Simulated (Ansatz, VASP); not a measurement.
# One calculation of KCl, two programs

INCAR

```
SYSTEM = KCl
ALGO = Normal ; EDIFF = 1E-7
ENCUT = 520 ; GGA = PE
ISIF = 2 ; ISMEAR = -1
LASPH = .True. ; LCHARG = .False.
LREAL = .False. ; LWAVE = .False.
NBANDS = 15 ; NELM = 60
PREC = Accurate ; SIGMA = 0.02
```

KPOINTS

```
k-points
0
Gamma
  8 8 8
  0 0 0
```

File POSCAR:

```
KCl
1.0
    0.0628969664      3.1448483221      3.1448483221
    3.1448483221      0.0628969664      3.1448483221
    3.2077452885      3.2077452885      0.0000000000
K Cl
1 1
Direct
    0.0000000000      0.0000000000      0.0000000000
    0.5000000000      0.5000000000      0.5000000000
```

Input for Ansatz:

```yaml
crystal:
  lattice:
    - [0.0628969664, 3.1448483221, 3.1448483221]
    - [3.1448483221, 0.0628969664, 3.1448483221]
    - [3.2077452885, 3.2077452885, 0.0]
  atoms:
    - { symbol: K, position: [0.0, 0.0, 0.0] }
    - { symbol: Cl, position: [0.5, 0.5, 0.5] }
kpoints:
  mp_grid: { grid: [8, 8, 8] }
  band_path:
    path:
      - [0.0, 0.0, 0.0]
      - [0.5, 0.0, 0.5]
      - [0.625, 0.25, 0.625]
      - [0.375, 0.375, 0.75]
      - [0.5, 0.5, 0.5]
      - [0.5, 0.25, 0.75]
    npoints: 1
hamiltonian:
  xc: pbe
scf:
  occupations: { method: fermi_dirac, width: 0.02 }
  n_extra_bands: 4
output:
  forces: true
  stress: true
  eigenvalues: true
```

Change from the starting cell: shear_xy strain +4.0%.

Alike in both runs: task single point; functional PBE; k mesh 8 × 8 × 8; occupations fermi-dirac, width 0.02 eV; no spin polarisation.

```csv
,VASP,Ansatz
version,VASP 6.6.1,Ansatz 0.2.0
potentials or method,"VASP PAW PBE potentials, release 64 (K_sv, Cl)","plane waves, PAW"
plane-wave cutoff (eV),520,420
valence electrons in the cell,16,16
```

```tsv
	VASP	Ansatz	Ansatz less VASP
gap on the k mesh at the Fermi level (eV)	5.15	5.15	+0.002
pressure (GPa)	0.8	0.8	-0.02
traceless stress, the component that is largest in VASP (GPa)	-0.25	-0.25	-0.002
```
